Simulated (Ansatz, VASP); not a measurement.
**One calculation of Os7Ru3Au6, two programs**

```
CELL_PARAMETERS angstrom
-3.91981 3.94050 -3.97650
3.92218 3.92513 3.95876
3.94545 -3.92276 -3.98440
ATOMIC_POSITIONS crystal
Ru 0.00020 0.99859 0.98681
Ru 0.26517 0.51045 0.25213
Ru 0.24515 0.73642 0.98931
Os 0.25766 0.01621 0.75590
Os 0.01753 0.26301 0.77179
Os 0.49169 0.00370 0.51013
Os 0.74863 0.50575 0.76131
Os 0.27343 0.26224 0.51870
Os 0.49341 0.73740 0.74227
Os 0.47800 0.49061 0.97774
Au 0.00568 0.50128 0.50502
Au 0.74968 0.99818 0.25027
Au 0.49037 0.24513 0.24762
Au 0.75197 0.75719 0.50594
Au 0.00881 0.75799 0.24826
Au 0.75386 0.24980 0.99759
```

Alike in both runs: functional PBE; k mesh 3 × 3 × 3; occupations gaussian, width 0.1 eV; no spin polarisation.

Ansatz relaxed the structure, and its values are those at the end. VASP's run is a single point on that final structure, the one shown.

|  | VASP | Ansatz |
| --- | --- | --- |
| version | VASP 6.6.1 | Ansatz 0.2.0 |
| potentials or method | VASP PAW PBE potentials, release 64 (Ru_pv, Os, Au), cutoff 520 eV | scalar-relativistic, plane waves, PAW |
| valence electrons in the cell | 164 | 274 |

|  | VASP | Ansatz | Ansatz less VASP |
| --- | --- | --- | --- |
| gap on the k mesh at the Fermi level (eV) | none | none | - |
| pressure (GPa) | -0.3 | 0.0 | +0.28 |
| rms of the force components (eV/Å) | 0.007 | 0.004 | -0.0035 |

A gap of «none» marks a metal or a gap that the smearing closes. VASP's potentials hold 164 valence electrons a cell and Ansatz's 274, so a difference there can come from the potentials and not from the codes.

The k mesh is coarse, so the values compare programs but aren't converged. Spin-orbit coupling is off throughout.
